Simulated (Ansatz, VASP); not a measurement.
NaI: VASP beside Ansatz

Contents of INCAR:

```
SYSTEM = NaI
ALGO     = Normal         ! electronic algorithm
EDIFF    = 1E-6           ! SCF threshold, eV
ENCUT    = 520            ! plane-wave cutoff, eV
GGA      = PE             ! functional
ISIF     = 2              ! what is computed and relaxed
ISMEAR   = 0              ! smearing method
LASPH    = .True.         ! aspherical terms in the spheres
LCHARG   = .False.        ! write CHGCAR
LREAL    = .False.        ! projectors in reciprocal space
LWAVE    = .False.        ! write WAVECAR
NBANDS   = 14             ! bands
NELM     = 80             ! most SCF steps
PREC     = Accurate       ! precision mode
SIGMA    = 0.05           ! smearing width, eV
```

File KPOINTS:

```
k-points
0
Gamma
  6 6 6
  0 0 0
```

The input POSCAR:

```
NaI
1.0
    0.0000000000      3.2364000000      3.2364000000
    3.2364000000      0.0000000000      3.2364000000
    3.2364000000      3.2364000000      0.0000000000
Na I
1 1
Direct
    0.0000000000      0.0000000000      0.0000000000
    0.5115869485      0.5115869485      0.4884130515
```

Input for Ansatz:

```yaml
crystal:
  lattice:
    - [0.0, 3.2364, 3.2364]
    - [3.2364, 0.0, 3.2364]
    - [3.2364, 3.2364, 0.0]
  atoms:
    - { symbol: Na, position: [0.0, 0.0, 0.0] }
    - { symbol: I, position: [0.5115869485, 0.5115869485, 0.4884130515] }
basis:
  ecutwfc: 420
kpoints:
  mp_grid: { grid: [6, 6, 6] }
hamiltonian:
  xc: pbe
scf:
  occupations: { method: gaussian, width: 0.05 }
output:
  forces: true
  stress: true
  eigenvalues: true
```

Change from the starting cell: all I atoms moved +0.075 Å, as atom 2 along Cartesian [0 0 1].

Alike in both runs: task single point; functional PBE; k mesh 6 × 6 × 6; occupations gaussian, width 0.05 eV; no spin polarisation.

|  | VASP | Ansatz |
| --- | --- | --- |
| version | VASP 6.6.1 | Ansatz 0.2.0 |
| potentials or method | VASP PAW PBE potentials, release 64 (Na_pv, I), cutoff 520 eV | scalar-relativistic, plane waves, PAW |
| valence electrons in the cell | 14 | 26 |

```csv
,VASP,Ansatz,Ansatz less VASP
gap on the k mesh at the Fermi level (eV),3.64,3.65,+0.004
least direct gap on the mesh (eV),3.64,3.65,+0.004
pressure (GPa),0.5,0.4,-0.02
"traceless stress, the component that is largest in VASP (GPa)",0.07,0.07,-0.001
rms of the force components (eV/Å),0.040,0.039,-0.0003
```

Atom by atom the forces differ by 0.000 eV/Å (rms over components). VASP's potentials hold 14 valence electrons a cell and Ansatz's 26, so a difference there can come from the potentials and not from the codes.

Neither program's run includes spin-orbit coupling.
